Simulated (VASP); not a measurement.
**PbO2: single point with PBE+D3(BJ)**

Crystal: PbO2.

```
Pb O
1.0
    -1.74179   -3.01687    0.00000
     1.74179    1.00562    3.94101
    -5.22536    3.01687    0.00000
Pb O
2 4
Cartesian
  -1.7418 -1.0056 1.9705
  -3.4836 2.0112 1.9705
  -1.7418 1.0056 0.9805
  -5.2254 1.0056 0.9805
  0.0000 0.0000 2.9605
  -3.4836 0.0000 2.9605
```

```yaml
Program: VASP 6.6.1
Task: single point
Functional: PBE
Dispersion: D3(BJ)
Potentials_or_basis: VASP PAW PBE potentials, release 64 (Pb_d, O)
Cutoff: 520 eV
k_mesh: 6 × 6 × 4
Occupations: gaussian, width 0.2 eV
Spin: no spin polarisation
```

- Pressure: 0.3 GPa
- Largest force: 0.031 eV/Å
- Band gap on the k mesh: zero (bands 26 and 27 overlap by 0.07 eV)
- Dispersion energy per atom: -0.217 eV

Forces on the atoms (eV/Å):
```
Pb   0.000  0.000  0.000
Pb   0.000  0.000  0.000
O    0.000  0.000 -0.031
O    0.000  0.000 -0.031
O    0.000  0.000  0.031
O    0.000  0.000  0.031
```

Stress tensor (GPa, compression positive):
```
 0.49  0.00  0.01
 0.00  0.50  0.00
 0.01  0.00 -0.02
```

Levels at points of the mesh, in eV from the Fermi level:
```tsv
k point	band 24	band 25	band 26	band 27	band 28	band 29
(0.00, 0.00, 0.00)	-1.34	-1.21	-0.70	-0.30	2.86	4.87
(0.50, 0.00, 0.00)	-0.86	-0.62	-0.62	2.76	2.76	7.27
(0.00, 0.50, 0.00)	-0.92	-0.47	-0.23	2.12	2.20	5.35
(0.00, 0.00, 0.50)	-1.23	-0.71	-0.71	1.81	1.81	6.51
(0.50, 0.00, 0.50)	-0.92	-0.47	-0.23	2.20	2.86	5.80
(0.00, 0.50, 0.50)	-0.85	-0.70	-0.70	2.14	2.14	6.11
```

Run time: 74 s on 1 thread of Intel(R) Xeon(R) 6975P-C (Granite Rapids), on a shared host, peak memory 0.28 GiB.

Caveat: semilocal functionals underestimate gaps, and a narrow one can read as zero; spin-orbit coupling is left out, which moves the levels of the heavy elements.
